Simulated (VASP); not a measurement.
A run of VASP 6.6.1 is set up as follows.

INCAR

```
  ALGO = Normal
  EDIFF = 1E-6
  ENCUT = 520
  GGA = PS
  ISIF = 2
  ISMEAR = -1
  LASPH = True
  LCHARG = False
  LREAL = False
  LWAVE = False
  NBANDS = 18
  NELM = 60
  PREC = Accurate
  SIGMA = 0.05
```

Contents of KPOINTS:

```
k-points
0
Gamma
  10 10 4
```

The input POSCAR:

```
Al3Cu
1.0
    2.8328978017      0.0000000000      0.0000000000
    0.0000000000      2.8328978017      0.0000000000
    0.0000000000      0.0000000000      7.6607624569
Cu Al
1 3
Direct
    0.0000000000      0.0000000000      0.0000000000
    0.5000000000      0.5000000000      0.7738844900
    0.5000000000      0.5000000000      0.2261155100
    0.0000000000      0.0000000000      0.5000000000
```

Potentials or basis: VASP PAW PBE potentials, release 64 (Cu, Al).

The run is started by

```sh
$ cat potpaw_PBE.64/Cu/POTCAR potpaw_PBE.64/Al/POTCAR > POTCAR
$ mpirun -np 1 vasp_std > vasp.out
```

(1) Estimate the pressure.

(2) What does it give for the largest force?

(3) What does it give for the band gap on the k mesh?

## Answers

(1) -4.0 GPa.

(2) 0.263 eV/Å.

(3) zero (band 10 reaches 12.08 eV, above the bottom of band 11 at 6.09 eV).

Caveat: the PAW data sets were made with another functional, which shifts forces and pressure a little.
